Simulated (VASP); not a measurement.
# La (P6_3/mmc) in VASP: notebook, part 2 of 2

VASP 6.6.1.

### 4 Electric field gradients, LDA

This run uses another cell than the first one, of 36.96 Å³/atom, 1.010 times its volume.

INCAR reads:

```
SYSTEM = La
PREC = Accurate
ENCUT = 520
EDIFF = 1E-8
ISMEAR = -1
SIGMA = 0.05
LREAL = .FALSE.
LASPH = .TRUE.
NELM = 60
ALGO = Normal
ISIF = 2
LWAVE = .FALSE.
LCHARG = .FALSE.
GGA = CA
LEFG = .TRUE.
NBANDS = 18
```

KPOINTS reads:

```
regular mesh
0
G
  11 11 6
  0 0 0
```

POSCAR reads:

```
La
1.0
    3.7500020507      0.0000000000      0.0000000000
   -1.8750010253      3.2475970401      0.0000000000
    0.0000000000      0.0000000000      6.0700000000
La
2
Direct
    0.3333333333      0.6666666667      0.2500000000
    0.6666666667      0.3333333333      0.7500000000
```

Potentials or basis: VASP PAW LDA potentials, release 64 (La).

Command:

```console
$ cat potpaw_LDA.64/La/POTCAR > POTCAR
$ mpirun -np 1 vasp_std > vasp.out
```

OUTCAR:

```text
SYSTEM = La
   PREC = Accurate
   ENCUT = 520
   EDIFF = 1E-8
   ISMEAR = -1
   LREAL = .FALSE.
   LASPH = .TRUE.
   NELM = 60
   ISIF = 2
   GGA = CA

 ion  position               nearest neighbor table
   1  0.333  0.667  0.250-
   2  0.667  0.333  0.750-

  LATTYP: Found a hexagonal cell.
 ALAT       =     3.7500020507
 C/A-ratio  =     1.6186657815

  Lattice vectors:

 A1 = (   3.7500020507,   0.0000000000,   0.0000000000)
 A2 = (  -1.8750010253,   3.2475970401,   0.0000000000)
 A3 = (   0.0000000000,   0.0000000000,   6.0700000000)

Analysis of symmetry for initial positions (statically):
=====================================================================
 Subroutine PRICEL returns:
 Original cell was already a primitive cell.

 Routine SETGRP: Setting up the symmetry group for a
[... 695 lines left out ...]
  energy-cutoff  :      520.00
  volume of cell :       73.92
      direct lattice vectors                 reciprocal lattice vectors
     3.750002051  0.000000000  0.000000000     0.266666521  0.153959988  0.000000000
    -1.875001025  3.247597040  0.000000000     0.000000000  0.307919975  0.000000000
     0.000000000  0.000000000  6.070000000     0.000000000  0.000000000  0.164744646

 POSITION                                       TOTAL-FORCE (eV/Angst)
 -----------------------------------------------------------------------------------
     -0.00000      2.16506      1.51750         0.000000     -0.000000      0.000000
      1.87500      1.08253      4.55250        -0.000000      0.000000      0.000000
 -----------------------------------------------------------------------------------
    total drift:                               -0.000000      0.000000     -0.000000

  FREE ENERGIE OF THE ION-ELECTRON SYSTEM (eV)
  ---------------------------------------------------
  free  energy   TOTEN  =       -11.0075294044 eV

  energy  without entropy=      -10.9729173033  energy(sigma->0) =      -10.99022335

 Electric field gradients (V/A^2)
---------------------------------------------------------------------
 ion       V_xx      V_yy      V_zz      V_xy      V_xz      V_yz
---------------------------------------------------------------------
   1      -5.222    -5.221    10.443     0.000     0.000    -0.000
   2      -5.222    -5.221    10.443     0.000    -0.000     0.000
---------------------------------------------------------------------

 Electric field gradients after diagonalization (V/A^2)
 (convention: |V_zz| > |V_xx| > |V_yy|)
----------------------------------------------------------------------
 ion       V_xx      V_yy      V_zz     asymmetry (V_yy - V_xx)/ V_zz
----------------------------------------------------------------------
   1      -5.222    -5.221    10.443       0.000
   2      -5.222    -5.221    10.443       0.000
----------------------------------------------------------------------

           NMR quadrupolar parameters

 Cq : quadrupolar parameter    Cq=e*Q*V_zz/h
 eta: asymmetry parameters     (V_yy - V_xx)/ V_zz
 Q  : nuclear electric quadrupole moment in mb (millibarn)
----------------------------------------------------------------------
 ion       Cq(MHz)       eta       Q (mb)
----------------------------------------------------------------------
   1       0.025       0.000       1.000
   2       0.025       0.000       1.000
----------------------------------------------------------------------
```

OSZICAR:

```text
N       E                     dE             d eps       ncg     rms          rms(c)
DAV:   1     0.246815179475E+03    0.24682E+03   -0.81263E+03  2312   0.169E+03
DAV:   2     0.252044206297E+02   -0.22161E+03   -0.21837E+03  3240   0.299E+02
DAV:   3    -0.755159629906E+01   -0.32756E+02   -0.31829E+02  3824   0.134E+02
DAV:   4    -0.107458578064E+02   -0.31943E+01   -0.31394E+01  4576   0.385E+01
DAV:   5    -0.110069564338E+02   -0.26110E+00   -0.25950E+00  3816   0.101E+01    0.329E+00
DAV:   6    -0.110244557863E+02   -0.17499E-01   -0.56415E-01  4592   0.470E+00    0.161E+00
DAV:   7    -0.110091930303E+02    0.15263E-01   -0.39697E-02  3856   0.132E+00    0.536E-01
DAV:   8    -0.110074343856E+02    0.17586E-02   -0.67824E-03  4552   0.612E-01    0.560E-02
DAV:   9    -0.110075044163E+02   -0.70031E-04   -0.61506E-04  3896   0.156E-01    0.346E-02
DAV:  10    -0.110075301621E+02   -0.25746E-04   -0.18198E-04  4416   0.801E-02    0.282E-02
DAV:  11    -0.110075293284E+02    0.83370E-06   -0.24419E-05  3800   0.457E-02    0.678E-03
DAV:  12    -0.110075294529E+02   -0.12454E-06   -0.16585E-06  4408   0.156E-02    0.145E-03
DAV:  13    -0.110075294095E+02    0.43421E-07   -0.39581E-07  4264   0.562E-03    0.599E-04
DAV:  14    -0.110075294044E+02    0.50916E-08   -0.44582E-08  3352   0.227E-03
   1 F= -.11007529E+02 E0= -.10990223E+02  d E =-.346121E-01
```

stdout:

```text
POSCAR found type information on POSCAR La
 POSCAR found :  1 types and       2 ions
 scaLAPACK will be used
 LDA part: xc-table for (Slater(with rela. corr.)+CA(PZ))
 , standard interpolation
 POSCAR, INCAR and KPOINTS ok, starting setup
 FFT: planning ... GRIDC
 FFT: planning ... GRID_SOFT
 FFT: planning ... GRID
 WAVECAR not read
 entering main loop
ion   1

ion   2
```

Wall time 57 s (1 thread of Intel Xeon Platinum 8559C (Emerald Rapids), shared host); peak memory 0.21 GiB.

Results:

```
Free energy            : -11.0075 eV
Pressure               : -3.1 GPa
Band gap on the k mesh : zero (band 11 reaches 8.70 eV, above the bottom of band 12 at 7.32 eV)
```

Electric field gradients, principal values (V/Å²):
```tsv
atom	least	middle	greatest (by size)
1 La	-5.221	-5.222	10.443
2 La	-5.221	-5.222	10.443
```

Caveat: without QUAD_EFG the Cq values of the log hold for a quadrupole moment of 1 mb, not for the nuclei; spin-orbit coupling is left out, which moves the levels of the heavy elements.

### 5 Electric field gradients, LDA (volume scaled by 1.01)

INCAR reads:

```
SYSTEM = La
PREC     = Accurate       ! precision mode
ENCUT    = 520            ! plane-wave cutoff, eV
EDIFF    = 1E-8           ! SCF threshold, eV
ISMEAR   = -1             ! smearing method
SIGMA    = 0.05           ! smearing width, eV
LREAL    = .False.        ! projectors in reciprocal space
LASPH    = .True.         ! aspherical terms in the spheres
NELM     = 80             ! most SCF steps
ALGO     = Normal         ! electronic algorithm
ISIF     = 2              ! what is computed and relaxed
LWAVE    = .False.        ! write WAVECAR
LCHARG   = .False.        ! write CHGCAR
LEFG     = .True.       
NBANDS   = 18             ! bands
```

KPOINTS reads:

```
regular mesh
0
Gamma
  11 11 6
  0 0 0
```

POSCAR reads:

```
La
1.0
    3.7624606208      0.0000000000      0.0000000000
   -1.8812303104      3.2583864783      0.0000000000
    0.0000000000      0.0000000000      6.0901662611
La
2
Direct
    0.3333333333      0.6666666667      0.2500000000
    0.6666666667      0.3333333333      0.7500000000
```

Potentials or basis: VASP PAW LDA potentials, release 64 (La).

Command:

```console
$ cat potpaw_LDA.64/La/POTCAR > POTCAR
$ mpirun -np 1 vasp_std > vasp.out
```

OUTCAR:

```text
SYSTEM = La
   PREC = Accurate
   ENCUT = 520
   EDIFF = 1E-8
   ISMEAR = -1
   LREAL = .False.
   LASPH = .True.
   NELM = 80
   ISIF = 2

 ion  position               nearest neighbor table
   1  0.333  0.667  0.250-
   2  0.667  0.333  0.750-

  LATTYP: Found a hexagonal cell.
 ALAT       =     3.7624606208
 C/A-ratio  =     1.6186657815

  Lattice vectors:

 A1 = (   3.7624606208,   0.0000000000,   0.0000000000)
 A2 = (  -1.8812303104,   3.2583864783,   0.0000000000)
 A3 = (   0.0000000000,   0.0000000000,   6.0901662611)
[... 717 lines left out ...]
  ---------------------------------------------------
  free  energy   TOTEN  =       -10.9928908722 eV

  energy  without entropy=      -10.9578603915  energy(sigma->0) =      -10.97537563

 Electric field gradients (V/A^2)
---------------------------------------------------------------------
 ion       V_xx      V_yy      V_zz      V_xy      V_xz      V_yz
---------------------------------------------------------------------
   1      -5.065    -5.064    10.129     0.000     0.000    -0.000
   2      -5.065    -5.064    10.129     0.000    -0.000     0.000
---------------------------------------------------------------------

 Electric field gradients after diagonalization (V/A^2)
 (convention: |V_zz| > |V_xx| > |V_yy|)
----------------------------------------------------------------------
 ion       V_xx      V_yy      V_zz     asymmetry (V_yy - V_xx)/ V_zz
----------------------------------------------------------------------
   1      -5.065    -5.064    10.129       0.000
   2      -5.065    -5.064    10.129       0.000
----------------------------------------------------------------------

           NMR quadrupolar parameters

 Cq : quadrupolar parameter    Cq=e*Q*V_zz/h
 eta: asymmetry parameters     (V_yy - V_xx)/ V_zz
 Q  : nuclear electric quadrupole moment in mb (millibarn)
----------------------------------------------------------------------
 ion       Cq(MHz)       eta       Q (mb)
----------------------------------------------------------------------
   1       0.024       0.000       1.000
   2       0.024       0.000       1.000
----------------------------------------------------------------------
```

stdout:

```text
POSCAR found type information on POSCAR La
 POSCAR found :  1 types and       2 ions
 scaLAPACK will be used
 LDA part: xc-table for (Slater(with rela. corr.)+CA(PZ))
 , standard interpolation
 POSCAR, INCAR and KPOINTS ok, starting setup
 FFT: planning ... GRIDC
 FFT: planning ... GRID_SOFT
 FFT: planning ... GRID
 WAVECAR not read
 entering main loop
ion   1

ion   2
```

It took 50 s on 1 thread of Intel Xeon Platinum 8559C (Emerald Rapids), shared host; peak memory 0.22 GiB.

Results:

```yaml
Free_energy: -10.9929 eV
Pressure: -3.3 GPa
Band_gap_on_the_k_mesh: zero (band 11 reaches 8.60 eV, above the bottom of band 12 at 7.23 eV)
```

Stress tensor (GPa, compression positive):
```
-3.23  0.00  0.00
 0.00 -3.23  0.00
 0.00  0.00 -3.39
```

Levels at points of the mesh, in eV from the Fermi level:
| k point | band 7 | band 8 | band 9 | band 10 | band 11 | band 12 | band 13 | band 14 | band 15 | band 16 |
| --- | --- | --- | --- | --- | --- | --- | --- | --- | --- | --- |
| (0.00, 0.00, 0.00) | -15.75 | -15.72 | -3.19 | -1.75 | 1.00 | 1.29 | 1.29 | 1.36 | 1.44 | 1.54 |
| (0.00, 0.00, 0.50) | -15.84 | -15.84 | -1.88 | -1.88 | 0.57 | 0.57 | 1.36 | 1.36 | 1.37 | 1.37 |

Electric field gradients, principal values (V/Å²):
```
atom   least  middle  greatest (by size)
1 La  -5.064  -5.065              10.129
2 La  -5.064  -5.065              10.129
```

Caveat: the cell differs from its parent crystal (volume scaled by 1.01); without QUAD_EFG the Cq values of the log hold for a quadrupole moment of 1 mb, not for the nuclei; spin-orbit coupling is left out, which moves the levels of the heavy elements.

### 6 Summary

```csv
cell,gap on the mesh (eV),pressure (GPa)
"a = 3.750, b = 3.750, c = 6.009 Å, angles 90.0, 90.0, 120.0°, 2 atoms",none,-2.9
"a = 3.750, b = 3.750, c = 6.070 Å, angles 90.0, 90.0, 120.0°, 2 atoms",none,-3.1
"a = 3.762, b = 3.762, c = 6.090 Å, angles 90.0, 90.0, 120.0°, 2 atoms",none,-3.3
```

Alike in all rows: task electric field gradients; level LDA; potentials or basis VASP PAW LDA potentials, release 64 (La); no spin polarisation; k mesh 11 × 11 × 6; cutoff (eV) 520; smearing fermi-dirac 0.05 eV.

Caveats: spin-orbit coupling is left out, which moves the levels of the heavy elements.

Absolute energies hang on the potentials; compare differences alone.
